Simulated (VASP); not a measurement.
# LaY4F (F-43m) in VASP: single point with PBE

Aim: the single point of LaY4F with PBE.

All numbers are computed with VASP 6.6.1; they aren't measurements. Logs are shortened: lines on timing, memory, paths and dates and some standing lists are left out, and cuts for length are marked.

### 1 The cell of the first run

It takes space group F-43m (No. 216, cubic). Conventional cell: a = 8.223 Å, b = 8.223 Å, c = 8.223 Å, α = 90.00°, β = 90.00°, γ = 90.00°. La (site symmetry -43m) has 4 Y at 1.46 Å within 1.9 Å. Within 1.9 Å of Y (site symmetry 3m) lie 1 La at 1.46 Å. Within 4.6 Å of F (site symmetry -43m) lie 12 Y at 3.48 Å and 6 La at 4.11 Å.

The cell was built from a structure type or drawn by symmetry, and may not be a known phase.

### 2 Single point, PBE

INCAR

```
  PREC = Accurate
  ENCUT = 520
  EDIFF = 1E-6
  ISMEAR = 0
  SIGMA = 0.1
  LREAL = F
  LASPH = T
  NELM = 60
  ALGO = Normal
  ISIF = 2
  LWAVE = F
  LCHARG = T
  GGA = PE
  LELF = T
  LVHAR = T
  NBANDS = 40
```

KPOINTS

```
regular mesh
0
Gamma
  4 4 4
```

POSCAR

```
LaY4F
1.0
    0.0000000000      4.1117122500      4.1117122500
    4.1117122500      0.0000000000      4.1117122500
    4.1117122500      4.1117122500      0.0000000000
La Y F
1 4 1
Direct
    0.5000000000      0.5000000000      0.5000000000
    0.1927543900      0.6024152000      0.6024152000
    0.6024152000      0.6024152000      0.6024152000
    0.6024152000      0.1927543900      0.6024152000
    0.6024152000      0.6024152000      0.1927543900
    0.0000000000      0.0000000000      0.0000000000
```

Potentials or basis: VASP PAW PBE potentials, release 64 (La, Y_sv, F).

The run is started by

```
$ cat potpaw_PBE.64/La/POTCAR potpaw_PBE.64/Y_sv/POTCAR potpaw_PBE.64/F/POTCAR > POTCAR
$ mpirun -np 1 vasp_std > vasp.out
```

OUTCAR:

```text
PREC = Accurate
   ENCUT = 520
   EDIFF = 1E-6
   ISMEAR = 0
   LREAL = F
   LASPH = T
   NELM = 60
   ISIF = 2
   GGA = PE

 ion  position               nearest neighbor table
   1  0.500  0.500  0.500-   3 1.46   2 1.46   4 1.46   5 1.46
   2  0.193  0.602  0.602-   1 1.46   3 2.38   4 2.38   5 2.38   4 3.43   5 3.43   3 3.43
   3  0.602  0.602  0.602-   1 1.46   2 2.38   4 2.38   5 2.38   4 3.43   5 3.43   2 3.43
   4  0.602  0.193  0.602-   1 1.46   2 2.38   3 2.38   5 2.38   2 3.43   5 3.43   3 3.43
   5  0.602  0.602  0.193-   1 1.46   2 2.38   3 2.38   4 2.38   2 3.43   4 3.43   3 3.43
   6  0.000  0.000  0.000-

 -----------------------------------------------------------------------------
|                                                                             |
|           W    W    AA    RRRRR   N    N  II  N    N   GGGG   !!!           |
|           W    W   A  A   R    R  NN   N  II  NN   N  G    G  !!!           |
|           W    W  A    A  R    R  N N  N  II  N N  N  G       !!!           |
|           W WW W  AAAAAA  RRRRR   N  N N  II  N  N N  G  GGG   !            |
|           WW  WW  A    A  R   R   N   NN  II  N   NN  G    G                |
|           W    W  A    A  R    R  N    N  II  N    N   GGGG   !!!           |
|                                                                             |
|     The distance between some ions is very small. Please check the          |
|     nearest-neighbor list in the OUTCAR file.                               |
|     I HOPE YOU KNOW WHAT YOU ARE DOING!                                     |
|                                                                             |
 -----------------------------------------------------------------------------

  LATTYP: Found a face centered cubic cell.
 ALAT       =     8.2234245000

  Lattice vectors:

 A1 = (   0.0000000000,   4.1117122500,   4.1117122500)
 A2 = (   4.1117122500,   0.0000000000,   4.1117122500)
 A3 = (   4.1117122500,   4.1117122500,   0.0000000000)

Analysis of symmetry for initial positions (statically):
=====================================================================
 Subroutine PRICEL returns:
 Original cell was already a primitive cell.

 Routine SETGRP: Setting up the symmetry group for a
 face centered cubic supercell.

 Subroutine GETGRP returns: Found 24 space group operations
 (whereof 24 operations were pure point group operations)
 out of a pool of 48 trial point group operations.

The static configuration has the point symmetry T_d .

Analysis of symmetry for dynamics (positions and initial velocities):
=====================================================================
 Subroutine PRICEL returns:
 Original cell was already a primitive cell.

 Routine SETGRP: Setting up the symmetry group for a
 face centered cubic supercell.

 Subroutine GETGRP returns: Found 24 space group operations
 (whereof 24 operations were pure point group operations)
 out of a pool of 48 trial point group operations.

The dynamic configuration has the point symmetry T_d .

 Subroutine INISYM returns: Found 24 space group operations
 (whereof 24 operations are pure point group operations),
 and found     1 'primitive' translations

----------------------------------------------------------------------------------------

                                     Primitive cell

  volume of cell :     139.0267

  direct lattice vectors                    reciprocal lattice vectors
     0.000000000  4.111712250  4.111712250    -0.121603840  0.121603840  0.121603840
     4.111712250  0.000000000  4.111712250     0.121603840 -0.121603840  0.121603840
     4.111712250  4.111712250  0.000000000     0.121603840  0.121603840 -0.121603840

  length of vectors
     5.814839229  5.814839229  5.814839229     0.210624030  0.210624030  0.210624030

  position of ions in fractional coordinates (direct lattice)
     0.500000000  0.500000000  0.500000000
     0.192754390  0.602415200  0.602415200
     0.602415200  0.602415200  0.602415200
     0.602415200  0.192754390  0.602415200
     0.602415200  0.602415200  0.192754390
     0.000000000  0.000000000  0.000000000

  ion indices of the primitive-cell ions
   primitive index   ion index
                 1           1
                 2           2
                 3           3
                 4           4
                 5           5
                 6           6

----------------------------------------------------------------------------------------

 KPOINTS: regular mesh

Automatic generation of k-mesh.
 Grid dimensions read from file:
 generate k-points for:    4    4    4

 Generating k-lattice:

  Cartesian coordinates                     Fractional coordinates (reciprocal lattice)
    -0.030400960  0.030400960  0.030400960     0.250000000  0.000000000  0.000000000
     0.030400960 -0.030400960  0.030400960     0.000000000  0.250000000  0.000000000
     0.030400960  0.030400960 -0.030400960     0.000000000  0.000000000  0.250000000

  Length of vectors
     0.052656007  0.052656007  0.052656007

  Shift w.r.t. Gamma in fractional coordinates (k-lattice)
     0.000000000  0.000000000  0.000000000

 Subroutine IBZKPT returns following result:
 ===========================================

 Found      8 irreducible k-points:

 Following reciprocal coordinates:
            Coordinates               Weight
  0.000000  0.000000  0.000000      1.000000
  0.250000  0.000000  0.000000      8.000000
  0.500000  0.000000  0.000000      4.000000
  0.250000  0.250000  0.000000      6.000000
  0.500000  0.250000  0.000000     24.000000
 -0.250000  0.250000  0.000000     12.000000
  0.500000  0.500000  0.000000      3.000000
 -0.250000  0.500000  0.250000      6.000000
   k-points           NKPTS =      8   k-points in BZ     NKDIM =      8   number of bands    NBANDS=     40
   number of dos      NEDOS =    301   number of ions     NIONS =      6
   total plane-waves  NPLWV = 110592
   dimension x,y,z NGX =    48 NGY =   48 NGZ =   48
   dimension x,y,z NGXF=    96 NGYF=   96 NGZF=   96
   ions per type =               1   4   1
   NGX,Y,Z   is equivalent  to a cutoff of  13.72, 13.72, 13.72 a.u.
   NGXF,Y,Z  is equivalent  to a cutoff of  27.45, 27.45, 27.45 a.u.
 SYSTEM =  unknown system
   PREC   = accura    normal or accurate (medium, high low for compatibility)
   ISTART =      0    job   : 0-new  1-cont  2-samecut
   ICHARG =      2    charge: 1-file 2-atom 10-const
   ISPIN  =      1    spin polarized calculation?
   LNONCOLLINEAR =      F non collinear calculations
   LSORBIT =      F    spin-orbit coupling
   LASPH  =      T    aspherical Exc in radial PAW
   ENCUT  =  520.0 eV  38.22 Ry    6.18 a.u.  10.81 10.81 10.81*2*pi/ulx,y,z
   NELM   =     60;   NELMIN=  2; NELMDL= -5     # of ELM steps
   EDIFF  = 0.1E-05   stopping-criterion for ELM
   LREAL  =      F    real-space projection
   EDIFFG = 0.1E-04   stopping-criterion for IOM
   NSW    =      0    number of steps for IOM
   IBRION =     -1    ionic relax: 0-MD 1-quasi-New 2-CG
   NFREE  =      0    steps in history (QN), initial steepest desc. (CG)
   ISIF   =      2    stress and relaxation
   ISYM   =      2    0-nonsym 1-usesym 2-fastsym
   POTIM  = 0.5000    time-step for ionic-motion
   TEBEG  =    0.0;   TEEND  =   0.0 temperature during run
   PSTRESS=    0.0 pullay stress
   NELECT =      62.0000    total number of electrons
   NUPDOWN=      -1.0000    fix difference up-down
   EMIN   =  10.00;   EMAX   =-10.00  energy-range for DOS
   EFERMI =   0.00;   METHOD = LEGACY
   ISMEAR =     0;   SIGMA  =   0.10  broadening in eV -4-tet -1-fermi 0-gaus
   EFERMI_NEDOS =   21; number of points for ismear=-14 and -15
   IALGO  =     38    algorithm
   IMIX   =      4    mixing-type and parameters
     AMIX     =   0.40;   BMIX     =  1.00
     AMIX_MAG =   1.60;   BMIX_MAG =  1.00
  volume/ion in A,a.u.               =      23.17       156.37
  Fermi-wavevector in a.u.,A,eV,Ry     =   1.250756  2.363587 21.284834  1.564391
  Thomas-Fermi vector in A             =   2.384736
   LORBIT       =      0    0 simple, 1 ext, 2 COOP (PROOUT), +10 PAW based schemes
   GGA     = PE    functional components
   LHFCALC =     F    Hartree Fock is set to
   AEXX    =    0.0000 exact exchange contribution
   IVDW    =     0    specifies the selected vdW correction
   LEPSILON=     F    determine dielectric tensor
   LRPA    =     F    only Hartree local field effects (RPA)
 non-spin polarized calculation
 Gauss-broadening in eV      SIGMA  =   0.10
  energy-cutoff  :      520.00
  volume of cell :      139.03
 maximum number of plane-waves:      3759
 NGX is ok and might be reduce to    48
   NGX = 21   NGY = 21   NGZ = 21

 number of electron      61.9999992 magnetization

 Free energy of the ion-electron system (eV)
  ---------------------------------------------------
  ext. energy  EPLUGINS =         0.00000000
  ---------------------------------------------------
  free energy    TOTEN  =        90.33219348 eV

  energy without entropy =       90.37640551  energy(sigma->0) =       90.35429949

 E-fermi :   2.9837     XC(G=0):  -8.9018

 val. band max:        2.9527910583   @ k =  -0.2500   0.5000   0.2500
 cond. band min:       3.0187073789   @ k =   0.5000   0.2500   0.0000
 fundamental gap:      0.0659163206
 Fermi energy:         2.9837452424

 k-point     1 :       0.0000    0.0000    0.0000
  band No.  band energies     occupation
      1     -58.6443      2.00000
      2     -45.5583      2.00000
      3     -43.5140      2.00000
      4     -43.5140      2.00000
      5     -43.5140      2.00000
      6     -25.9935      2.00000
[... 32 lines left out ...]
     39       7.2863      0.00000
     40       7.2863      0.00000

 k-point     2 :       0.2500    0.0000    0.0000
  band No.  band energies     occupation
      1     -58.6404      2.00000
      2     -45.5583      2.00000
      3     -43.5181      2.00000
      4     -43.5142      2.00000
      5     -43.5142      2.00000
      6     -26.0189      2.00000
[... 247 lines left out ...]
     39       6.4967      0.00000
     40       6.4967      0.00000

 k-point     8 :      -0.2500    0.5000    0.2500
  band No.  band energies     occupation
      1     -58.6330      2.00000
      2     -45.5581      2.00000
      3     -43.5242      2.00000
      4     -43.5148      2.00000
      5     -43.5148      2.00000
      6     -26.0786      2.00000
[... 32 lines left out ...]
     39       6.2702      0.00000
     40       6.2999      0.00000

------------------------ aborting loop because EDIFF is reached ----------------------------------------

  FORCE on cell =-STRESS in cart. coord.  units (eV):
  Direction    XX          YY          ZZ          XY          YZ          ZX
  --------------------------------------------------------------------------------------
  -------------------------------------------------------------------------------------
  Total     -171.5455191   -171.5455191   -171.5455191      0.0000000      0.0000000      0.0000000
  in kB    -1976.9324215  -1976.9324215  -1976.9324215      0.0000000      0.0000000      0.0000000
  external PRESSURE =   -1976.9324215 kB  Pullay stress =       0.0000000 kB

 VOLUME and BASIS-vectors are now :
 -----------------------------------------------------------------------------
  energy-cutoff  :      520.00
  volume of cell :      139.03
      direct lattice vectors                 reciprocal lattice vectors
     0.000000000  4.111712250  4.111712250    -0.121603840  0.121603840  0.121603840
     4.111712250  0.000000000  4.111712250     0.121603840 -0.121603840  0.121603840
     4.111712250  4.111712250  0.000000000     0.121603840  0.121603840 -0.121603840

 POSITION                                       TOTAL-FORCE (eV/Angst)
 -----------------------------------------------------------------------------------
      4.11171      4.11171      4.11171        -0.000000     -0.000000     -0.000000
      4.95392      3.26951      3.26951       -50.092029     50.092029     50.092029
      4.95392      4.95392      4.95392       -50.092029    -50.092029    -50.092029
      3.26951      4.95392      3.26951        50.092029    -50.092029     50.092029
      3.26951      3.26951      4.95392        50.092029     50.092029    -50.092029
      0.00000      0.00000      0.00000        -0.000000     -0.000000     -0.000000
 -----------------------------------------------------------------------------------
    total drift:                                0.000110      0.000110      0.000110

  FREE ENERGIE OF THE ION-ELECTRON SYSTEM (eV)
  ---------------------------------------------------
  free  energy   TOTEN  =        90.3321934762 eV

  energy  without entropy=       90.3764055131  energy(sigma->0) =       90.35429949
```

Run time: 3 min. Hardware: 1 thread of Intel Xeon 6975P-C (Granite Rapids), shared host; peak memory 0.37 GiB.

Results:

```yaml
Free_energy: 90.3322 eV
Pressure: -197.7 GPa
Largest_force: 86.762 eV/Å
Band_gap_on_the_k_mesh: zero (bands 31 and 32 overlap by 1.11 eV)
```

Forces on the atoms (eV/Å):
```
La    0.000   0.000   0.000
Y   -50.092  50.092  50.092
Y   -50.092 -50.092 -50.092
Y    50.092 -50.092  50.092
Y    50.092  50.092 -50.092
F     0.000   0.000   0.000
```

Caveat: atoms lie so close that the PAW spheres overlap strongly, which falsifies energies and pressures; the cell stands under tension; spin-orbit coupling is left out, which moves the levels of the heavy elements; forces of over 1 eV/Å act on the atoms, so gaps and moduli don't describe the material at rest.
